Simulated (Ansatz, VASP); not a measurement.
## Ta2N: VASP beside Ansatz

Contents of INCAR:

```
  PREC = Accurate
  ENCUT = 600
  EDIFF = 1E-6
  ISMEAR = 0
  SIGMA = 0.1
  LREAL = False
  LASPH = True
  NELM = 120
  ALGO = Normal
  ISIF = 2
  LWAVE = False
  LCHARG = False
  NBANDS = 50
  GGA_COMPAT = False
```

KPOINTS

```
Automatic mesh
0
Gamma
  6 6 4
```

File POSCAR:

```
Ta2N
1.0
    5.2965720500      0.0000000000      0.0000000000
   -2.6482860300      4.5869659500      0.0000000000
    0.0000000000      0.0000000000      4.9391825700
Ta N
6 3
Direct
    0.6663616800      0.6663616800      0.7536182600
    0.0000000000      0.3336383200      0.7536182600
    0.3336383200      0.0000000000      0.7536182600
    0.3336383200      0.3336383200      0.2463817400
    0.0000000000      0.6663616800      0.2463817400
    0.6663616800      0.0000000000      0.2463817400
    0.6666666700      0.3333333300      0.5000000000
    0.3333333300      0.6666666700      0.5000000000
    0.0000000000      0.0000000000      0.0000000000
```

Input for Ansatz:

```yaml
crystal:
  lattice:
    - [5.29657205, 0.0, 0.0]
    - [-2.64828603, 4.58696595, 0.0]
    - [0.0, 0.0, 4.93918257]
  atoms:
    - { symbol: Ta, position: [0.66636168, 0.66636168, 0.75361826] }
    - { symbol: Ta, position: [0.0, 0.33363832, 0.75361826] }
    - { symbol: Ta, position: [0.33363832, 0.0, 0.75361826] }
    - { symbol: Ta, position: [0.33363832, 0.33363832, 0.24638174] }
    - { symbol: Ta, position: [0.0, 0.66636168, 0.24638174] }
    - { symbol: Ta, position: [0.66636168, 0.0, 0.24638174] }
    - { symbol: "N", position: [0.66666667, 0.33333333, 0.5] }
    - { symbol: "N", position: [0.33333333, 0.66666667, 0.5] }
    - { symbol: "N", position: [0.0, 0.0, 0.0] }
basis:
  ecutwfc: 420
kpoints:
  mp_grid: { grid: [6, 6, 4] }
hamiltonian:
  xc: lda
  pseudopotentials: { kind: paw, azcp: { folder: soft_1 } }
scf:
  occupations: { method: gaussian, width: 0.1 }
output:
  forces: true
  stress: true
  eigenvalues: true
```

Alike in both runs: task single point; functional LDA; k mesh 6 × 6 × 4; occupations gaussian, width 0.1 eV; no spin polarisation.

|  | VASP | Ansatz |
| --- | --- | --- |
| version | VASP 6.6.1 | Ansatz 0.2.0 |
| potentials or method | VASP PAW LDA potentials, release 64 (Ta_pv, N), cutoff 600 eV | scalar-relativistic, plane waves, PAW |
| valence electrons in the cell | 81 | 93 |

Ansatz gave:

```
gap on the k mesh at the Fermi level (eV)                     : none
pressure (GPa)                                                : -11.1
traceless stress, the component that is largest in VASP (GPa) : -0.25
rms of the force components (eV/Å)                            : 0.073
```

Question: Which values does VASP return?

Answer: gap on the k mesh at the Fermi level (eV): none; pressure (GPa): -9.7; traceless stress, the component that is largest in VASP (GPa): -0.25; rms of the force components (eV/Å): 0.068.

Ansatz warns that its potentials were made for another functional, while VASP's fit it. LDA's correlation is that of Perdew and Zunger in VASP and of Perdew and Wang (1992) in Ansatz. Atom by atom the forces differ by 0.006 eV/Å (rms over components). A gap of «none» marks a metal or a gap that the smearing closes. VASP's potentials hold 81 valence electrons a cell and Ansatz's 93, so a difference there can come from the potentials and not from the codes.

Neither program's run includes spin-orbit coupling.
